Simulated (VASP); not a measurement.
Runs of VASP 6.6.1 on GdN. The structure is that of space group Fm-3m (No. 225), or close to it. The cells are those of the table. 

```tsv
task	cell	gap on the mesh (eV)	pressure (GPa)	moment (μB)
single point	a = 3.593 Å, angles 60.0°, 2 atoms	none	-7.5	7.00
single point	a = 3.505 Å, angles 60.0°, 2 atoms	none	(b)	7.00
electric field gradients	a = 3.564 Å, angles 60.0°, 2 atoms	none	-4.6	7.00
single point	a = 3.475 Å, angles 60.0°, 2 atoms	none	(a)	7.00
electric field gradients	a = 3.535 Å, angles 60.0°, 2 atoms	none	-1.3	7.00
```

Alike in all rows: level PBE; potentials or basis VASP PAW PBE potentials, release 64 (Gd, N); spin collinear, ferromagnetic start; k mesh 11 × 11 × 11; cutoff (eV) 520; smearing fermi-dirac 0.05 eV.

**Question.** Fill in the values left out.

**Answer.** (a) 6.9; (b) 2.5.

Caveats: spin-orbit coupling is left out, which moves the levels of the heavy elements; a cell with one magnetic atom can't hold antiferromagnetic order, which such compounds often take; semilocal functionals describe open f shells poorly, which spoils levels, moments and volumes; the cell stands under tension (at least some runs); the cell stands under pressure (at least some runs).

A k mesh can miss the band edges, and the runs leave out spin-orbit coupling on Gd.

A gap of «none» marks levels without a gap at the run's occupations.
